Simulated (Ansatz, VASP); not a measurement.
## One calculation of Ba2Ca, two programs

The input INCAR:

```
PREC = Accurate
ENCUT = 520
EDIFF = 1E-6
ISMEAR = 0
SIGMA = 0.1
LREAL = False
LASPH = True
NELM = 100
ALGO = Fast
ISIF = 2
LWAVE = False
LCHARG = False
GGA = PE
NBANDS = 22
```

File KPOINTS:

```
Automatic mesh
0
Gamma
  6 6 4
```

File POSCAR:

```
Ba2Ca
1.0
    4.6999635519      0.0000000000      0.0000000000
   -2.3499817760      4.0702878328      0.0000000000
    0.0000000000      0.0000000000      5.0747114763
Ba Ca
2 1
Direct
    0.3333333333      0.6666666667      0.5000000000
    0.6666666667      0.3333333333      0.5000000000
    0.0000000000      0.0000000000      0.0000000000
```

Input for Ansatz:

```yaml
crystal:
  lattice:
    - [4.6999635519, 0.0, 0.0]
    - [-2.349981776, 4.0702878328, 0.0]
    - [0.0, 0.0, 5.0747114763]
  atoms:
    - { symbol: Ba, position: [0.3333333333, 0.6666666667, 0.5] }
    - { symbol: Ba, position: [0.6666666667, 0.3333333333, 0.5] }
    - { symbol: Ca, position: [0.0, 0.0, 0.0] }
basis:
  ecutwfc: 420
kpoints:
  mp_grid: { grid: [6, 6, 4] }
hamiltonian:
  xc: pbe
scf:
  occupations: { method: gaussian, width: 0.1 }
  lower_state_search: "off"
output:
  forces: true
  stress: true
  eigenvalues: true
```

Alike in both runs: task single point; functional PBE; k mesh 6 × 6 × 4; occupations gaussian, width 0.1 eV; no spin polarisation.

|  | VASP | Ansatz |
| --- | --- | --- |
| version | VASP 6.6.1 | Ansatz 0.2.0 |
| potentials or method | VASP PAW PBE potentials, release 64 (Ba_sv, Ca_sv), cutoff 520 eV | scalar-relativistic, plane waves, PAW |
| valence electrons in the cell | 30 | 30 |

Ansatz gave:

```
gap on the k mesh at the Fermi level (eV)                     : none
pressure (GPa)                                                : 19.5
traceless stress, the component that is largest in VASP (GPa) : -14.64
```

**Question.** Estimate VASP's values.

**Answer.** gap on the k mesh at the Fermi level (eV): none; pressure (GPa): 22.8; traceless stress, the component that is largest in VASP (GPa): -17.68.

A gap of «none» marks a metal or a gap that the smearing closes. The functional is the same, so the differences come from potentials, cutoffs and numerics.

Spin-orbit coupling is off throughout.
